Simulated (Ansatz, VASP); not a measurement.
**W in VASP and in Ansatz**

INCAR

```
SYSTEM = W
ALGO     = Normal         ! electronic algorithm
EDIFF    = 1E-6           ! SCF threshold, eV
ENCUT    = 520            ! plane-wave cutoff, eV
GGA      = PS             ! functional
ISIF     = 2              ! what is computed and relaxed
ISMEAR   = 1              ! smearing method
LASPH    = .TRUE.         ! aspherical terms in the spheres
LCHARG   = .TRUE.         ! write CHGCAR
LELF     = .TRUE.         ! ELF
LREAL    = .FALSE.        ! projectors in reciprocal space
LVHAR    = .TRUE.       
LWAVE    = .FALSE.        ! write WAVECAR
NBANDS   = 13             ! bands
NELM     = 80             ! most SCF steps
PREC     = Accurate       ! precision mode
SIGMA    = 0.1            ! smearing width, eV
```

KPOINTS

```
k-points
0
G
  36 36 36
  0 0 0
```

POSCAR

```
W
1.0
   -1.5771316950      1.5771316950      1.5771316950
    1.5771316950     -1.5771316950      1.5771316950
    1.5771316950      1.5771316950     -1.5771316950
W
1
Direct
    0.0000000000      0.0000000000      0.0000000000
```

Input for Ansatz:

```yaml
crystal:
  lattice:
    - [-1.577131695, 1.577131695, 1.577131695]
    - [1.577131695, -1.577131695, 1.577131695]
    - [1.577131695, 1.577131695, -1.577131695]
  atoms:
    - { symbol: W, position: [0.0, 0.0, 0.0] }
kpoints:
  mp_grid: { grid: [36, 36, 36] }
scf:
  occupations: { method: cold, width: 0.1 }
hamiltonian:
  xc: pbesol
  pseudopotentials: { kind: paw }
output:
  forces: true
  stress: true
  populations: false
basis:
  ecutwfc: 600
```

Alike in both runs: task single point; functional PBEsol; k mesh 36 × 36 × 36; no spin polarisation.

|  | VASP | Ansatz |
| --- | --- | --- |
| version | VASP 6.6.1 | Ansatz 0.2.0 |
| potentials or method | VASP PAW PBE potentials, release 64 (W_sv), cutoff 520 eV | plane-wave PAW, scalar-relativistic |
| occupations | methfessel-paxton of order 1, width 0.1 eV | cold, width 0.1 eV |
| valence electrons in the cell | 14 | 14 |

|  | VASP | Ansatz | Ansatz less VASP |
| --- | --- | --- | --- |
| pressure (GPa) | 0.6 | -0.1 | -0.69 |

VASP's potentials were made for PBE, not for PBEsol.

Spin-orbit coupling is off throughout.
